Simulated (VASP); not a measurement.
## GePt: single point with PBE

Crystal: GePt.

```
Ge Pt
1.0
     3.19056    0.00000    0.00000
     0.00000    3.19056    0.00000
     0.00000    0.00000    3.19056
Ge Pt
1 1
Cartesian
  0.0000 0.0000 0.0000
  1.5953 1.5953 1.5953
```

```yaml
Program: VASP 6.6.1
Task: single point
Functional: PBE
Potentials_or_basis: VASP PAW PBE potentials, release 64 (Ge_d, Pt)
Cutoff: 520 eV
k_mesh: 18 × 18 × 18
Occupations: gaussian, width 0.1 eV
Spin: no spin polarisation
Dipole_correction: no
Further_INCAR_settings: ALGO = Normal; EDIFF = 1e-06; NBANDS = 19
```

```yaml
Pressure: 0.0 GPa
Band_gap_on_the_k_mesh: zero (band 12 reaches 11.96 eV, above the bottom of band 13 at 8.33 eV)
```

Levels at points of the mesh, in eV from the Fermi level:
```
           k point  band 8  band 9  band 10  band 11  band 12  band 13  band 14  band 15  band 16  band 17
(0.00, 0.00, 0.00)   -4.69   -2.22    -2.22    -2.22     1.86     1.86     1.86     4.40     9.97     9.97
(0.50, 0.00, 0.00)   -4.30   -3.78    -3.78    -2.12    -0.94     6.65     6.65     7.54     7.90     9.37
(0.50, 0.50, 0.00)   -3.92   -3.92    -3.06    -3.06    -1.21    -0.04     1.07     5.00    11.11    11.11
(0.50, 0.50, 0.50)   -6.21   -5.41    -1.15    -1.15     2.53     2.53     2.53     4.08     4.08     4.08
```

Wall time 46 s on 1 thread of AMD EPYC 9R45 96-Core Processor (Zen 5), on a shared host, peak memory 0.22 GiB.

Caveat: spin-orbit coupling is left out, which moves the levels of the heavy elements.
